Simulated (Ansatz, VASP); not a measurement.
# One calculation of Bi, two programs

```
Bi
1.0
     5.78166    0.00000    0.00000
    -2.89083    5.00706    0.00000
     0.00000    0.00000    3.39780
Bi
3
Direct
  0.00000 0.00000 0.00000
  0.33333 0.66667 0.50000
  0.66667 0.33333 0.50000
```

Alike in both runs: task single point; functional r2SCAN; k mesh 7 × 7 × 11; occupations fermi-dirac, width 0.1 eV; no spin polarisation.

|  | VASP | Ansatz |
| --- | --- | --- |
| version | VASP 6.6.1 | Ansatz 0.2.0 |
| potentials or method | VASP PAW PBE potentials, release 64 (Bi_d), cutoff 550 eV | plane waves (500 eV) with PAW, scalar-relativistic |
| valence electrons in the cell | 45 | 45 |

|  | VASP | Ansatz | Ansatz less VASP |
| --- | --- | --- | --- |
| pressure (GPa) | -1.8 | -1.8 | +0.04 |
| traceless stress, the component that is largest in VASP (GPa) | 0.44 | 0.44 | +0.006 |

VASP's potentials were made for PBE, not for r2SCAN.

Spin-orbit coupling is off throughout.
